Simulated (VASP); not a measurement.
Write the native input for VASP 6.6.1 that does the following.

| Item | Value |
| --- | --- |
| Task | single point |
| Functional | PBE |
| Potentials or basis | VASP PAW PBE potentials, release 64 (Sn_d, Se) |
| Cutoff | 520 eV |
| k mesh | 8 × 8 × 8 |
| Occupations | gaussian, width 0.025 eV |
| Spin | no spin polarisation |
| Dipole correction | no |
| Further INCAR settings | ALGO = Normal; EDIFF = 1e-07; NBANDS = 17 |

The structure of SnSe lies in POSCAR:

```
SnSe
1.0
    0.0000000000      3.0100000000      3.0100000000
    3.0100000000      0.0000000000      3.0100000000
    3.0100000000      3.0100000000      0.0000000000
Sn Se
1 1
Direct
    0.0000000000      0.0000000000      0.0000000000
    0.5000000000      0.5000000000      0.5000000000
```

The input as run:

INCAR

```
ALGO = Normal
EDIFF = 1E-7
ENCUT = 520
GGA = PE
ISIF = 2
ISMEAR = 0
LASPH = True
LCHARG = False
LREAL = False
LWAVE = False
NBANDS = 17
NELM = 60
PREC = Accurate
SIGMA = 0.025
```

KPOINTS

```
k-points
0
Gamma
  8 8 8
```

Potentials or basis: VASP PAW PBE potentials, release 64 (Sn_d, Se).

Run with:

```bash
$ cat potpaw_PBE.64/Sn_d/POTCAR potpaw_PBE.64/Se/POTCAR > POTCAR
$ mpirun -np 1 vasp_std > vasp.out
```

It gave:

```yaml
Pressure: 0.9 GPa
Band_gap_on_the_k_mesh: 0.58 eV, direct
```

Caveat: spin-orbit coupling is left out, which moves the levels of the heavy elements.

Wall time 47 s on 1 thread of AMD EPYC 7R13, with other jobs on the host, peak memory 0.16 GiB.
